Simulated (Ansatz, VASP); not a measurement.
# One calculation of BN, two programs

```
CELL_PARAMETERS angstrom
2.50655 0.00000 0.00000
-1.25327 2.17073 0.00000
0.00000 0.00000 4.23075
ATOMIC_POSITIONS crystal
B 0.66667 0.33333 0.99958
B 0.33333 0.66667 0.49958
N 0.66667 0.33333 0.62542
N 0.33333 0.66667 0.12542
```

Change from the starting cell: strain +e along x and -e along y +0.0000, strain +e along z and -e/2 along x and y +0.0133.

Alike in both runs: functional LDA; k mesh 12 × 12 × 6; occupations gaussian, width 0.05 eV; no spin polarisation.

Ansatz relaxed the structure, and its values are those at the end. VASP's run is a single point on that final structure, the one shown.

|  | VASP | Ansatz |
| --- | --- | --- |
| version | VASP 6.6.1 | Ansatz 0.2.0 |
| potentials or method | VASP PAW LDA potentials, release 64 (B, N), cutoff 600 eV | scalar-relativistic, plane waves, PAW |
| valence electrons in the cell | 16 | 16 |

VASP gave:

```
gap on the k mesh at the Fermi level (eV) : 4.82
least direct gap on the mesh (eV)         : 7.98
pressure (GPa)                            : 0.8
```

Which values does Ansatz return?

gap on the k mesh at the Fermi level (eV): 4.84; least direct gap on the mesh (eV): 7.99; pressure (GPa): 0.1.

LDA's correlation is that of Perdew and Zunger in VASP and of Perdew and Wang (1992) in Ansatz. Ansatz's warnings: stress scf threshold loose.
